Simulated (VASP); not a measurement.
# KF (Fm-3m) in VASP: notebook, part 2 of 2

VASP 6.6.1. Earlier steps stand in the parts before.

## (5) Single point, PBE (18.11 Å³/atom)

Contents of INCAR:

```
SYSTEM = KF
PREC = Accurate ; ENCUT = 520
EDIFF = 1E-6 ; ISMEAR = 0
SIGMA = 0.02 ; LREAL = .FALSE.
LASPH = .TRUE. ; NELM = 100
ALGO = Normal ; ISIF = 2
LWAVE = .FALSE. ; LCHARG = .FALSE.
GGA = PE ; NBANDS = 15
```

Contents of KPOINTS:

```
Automatic mesh
0
G
  8 8 8
  0 0 0
```

Contents of POSCAR:

```
KF
1.0
    0.0000000000      2.6261686321      2.6261686321
    2.6261686321      0.0000000000      2.6261686321
    2.6261686321      2.6261686321      0.0000000000
K F
1 1
Direct
    0.0000000000      0.0000000000      0.0000000000
    0.5000000000      0.5000000000      0.5000000000
```

Potentials or basis: VASP PAW PBE potentials, release 64 (K_sv, F).

The run is started by

```console
$ cat potpaw_PBE.64/K_sv/POTCAR potpaw_PBE.64/F/POTCAR > POTCAR
$ mpirun -np 1 vasp_std > vasp.out
```

OUTCAR:

```text
SYSTEM = KF
   PREC = Accurate
   ENCUT = 520
   EDIFF = 1E-6
   ISMEAR = 0
   LREAL = .FALSE.
   LASPH = .TRUE.
   NELM = 100
   ISIF = 2
   GGA = PE

 ion  position               nearest neighbor table
   1  0.000  0.000  0.000-   2 2.63   2 2.63   2 2.63   2 2.63   2 2.63   2 2.63
   2  0.500  0.500  0.500-   1 2.63   1 2.63   1 2.63   1 2.63   1 2.63   1 2.63

  LATTYP: Found a face centered cubic cell.
 ALAT       =     5.2523372642

  Lattice vectors:

 A1 = (   0.0000000000,   2.6261686321,   2.6261686321)
 A2 = (   2.6261686321,   0.0000000000,   2.6261686321)
 A3 = (   2.6261686321,   2.6261686321,   0.0000000000)

Analysis of symmetry for initial positions (statically):
=====================================================================
 Subroutine PRICEL returns:
 Original cell was already a primitive cell.

 Routine SETGRP: Setting up the symmetry group for a
 face centered cubic supercell.

 Subroutine GETGRP returns: Found 48 space group operations
 (whereof 48 operations were pure point group operations)
 out of a pool of 48 trial point group operations.

The static configuration has the point symmetry O_h .

Analysis of symmetry for dynamics (positions and initial velocities):
[... 179 lines left out ...]
     12       8.1614      0.00000
     13       9.9038      0.00000
     14       9.9038      0.00000
[... 401 lines left out ...]
      2     -21.4337      2.00000
      3     -12.2343      2.00000
      4     -12.1209      2.00000
      5     -11.9478      2.00000
      6      -3.2661      2.00000
      7      -2.9619      2.00000
      8      -2.9281      2.00000
      9       6.9456      0.00000
     10       7.6853      0.00000
     11       9.3173      0.00000
     12      10.3350      0.00000
     13      11.6574      0.00000
     14      12.7946      0.00000
     15      13.1596      0.00000

 [... further k-points ...]

------------------------ aborting loop because EDIFF is reached ----------------------------------------

  FORCE on cell =-STRESS in cart. coord.  units (eV):
  Direction    XX          YY          ZZ          XY          YZ          ZX
  --------------------------------------------------------------------------------------
  -------------------------------------------------------------------------------------
  Total        0.8009253      0.8009253      0.8009253      0.0000000      0.0000000      0.0000000
  in kB       35.4245866     35.4245866     35.4245866      0.0000000      0.0000000      0.0000000
  external PRESSURE =      35.4245866 kB  Pullay stress =       0.0000000 kB

 VOLUME and BASIS-vectors are now :
 -----------------------------------------------------------------------------
  energy-cutoff  :      520.00
  volume of cell :       36.22
      direct lattice vectors                 reciprocal lattice vectors
     0.000000000  2.626168632  2.626168632    -0.190391430  0.190391430  0.190391430
     2.626168632  0.000000000  2.626168632     0.190391430 -0.190391430  0.190391430
     2.626168632  2.626168632  0.000000000     0.190391430  0.190391430 -0.190391430

 POSITION                                       TOTAL-FORCE (eV/Angst)
 -----------------------------------------------------------------------------------
      0.00000      0.00000      0.00000        -0.000000      0.000000     -0.000000
      2.62617      2.62617      2.62617         0.000000     -0.000000      0.000000
 -----------------------------------------------------------------------------------
    total drift:                                0.000000      0.000000      0.000000

  FREE ENERGIE OF THE ION-ELECTRON SYSTEM (eV)
  ---------------------------------------------------
  free  energy   TOTEN  =        -8.2584912182 eV

  energy  without entropy=       -8.2584912182  energy(sigma->0) =       -8.25849122
```

OSZICAR:

```text
N       E                     dE             d eps       ncg     rms          rms(c)
DAV:   1     0.111063419087E+03    0.11106E+03   -0.83797E+03   870   0.105E+03
DAV:   2    -0.522734890421E+01   -0.11629E+03   -0.10735E+03  1115   0.287E+02
DAV:   3    -0.938452578293E+01   -0.41572E+01   -0.41388E+01  1150   0.487E+01
DAV:   4    -0.950775439453E+01   -0.12323E+00   -0.12321E+00  1145   0.807E+00
DAV:   5    -0.950960915507E+01   -0.18548E-02   -0.18548E-02  1197   0.820E-01    0.642E+00
DAV:   6    -0.828534162144E+01    0.12243E+01   -0.34138E+00   898   0.153E+01    0.435E+00
DAV:   7    -0.825949861878E+01    0.25843E-01   -0.67668E-02  1108   0.227E+00    0.245E+00
DAV:   8    -0.825637047087E+01    0.31281E-02   -0.48352E-02   919   0.220E+00    0.191E-01
DAV:   9    -0.825784776922E+01   -0.14773E-02   -0.39565E-03  1157   0.521E-01    0.125E-01
DAV:  10    -0.825837924737E+01   -0.53148E-03   -0.47335E-04   919   0.193E-01    0.571E-02
DAV:  11    -0.825849382129E+01   -0.11457E-03   -0.12279E-04   905   0.954E-02    0.206E-02
DAV:  12    -0.825849115562E+01    0.26657E-05   -0.14778E-05  1053   0.392E-02    0.440E-03
DAV:  13    -0.825849121823E+01   -0.62611E-07   -0.22113E-06   940   0.136E-02
   1 F= -.82584912E+01 E0= -.82584912E+01  d E =-.193018E-45
```

It took 25 s on 1 thread of Intel Xeon 8259CL, shared host; peak memory 0.16 GiB.

Results:

- Free energy: -8.2585 eV
- Pressure: 3.5 GPa
- Band gap on the k mesh: 6.45 eV

Caveat: the cell stands under pressure.

## (6) The runs side by side

| cell | k mesh | smearing | gap on the mesh (eV) | pressure (GPa) |
| --- | --- | --- | --- | --- |
| a = 3.833, b = 3.833, c = 6.638 Å, angles 73.2, 73.2, 60.0°, 4 atoms, atomic positions A | 6 × 6 × 6 | gaussian 0.1 eV | 5.95 | 0.0 |
| a = 3.804 Å, angles 60.0°, 2 atoms, atomic positions B | 5 × 5 × 5 | gaussian 0.15 eV | 6.06 | 0.7 |
| a = 3.673 Å, angles 60.0°, 2 atoms, atomic positions B | 8 × 8 × 8 | gaussian 0.02 eV | 6.64 | 5.2 |
| a = 3.714 Å, angles 60.0°, 2 atoms, atomic positions B | 8 × 8 × 8 | gaussian 0.02 eV | 6.45 | 3.5 |

Alike in all rows: task single point; level PBE; potentials or basis VASP PAW PBE potentials, release 64 (K_sv, F); no spin polarisation; cutoff (eV) 520.

Caveats: the cell stands under pressure (at least some runs).

Total energies depend on the potentials used, so only differences within one code and one set of settings carry meaning.
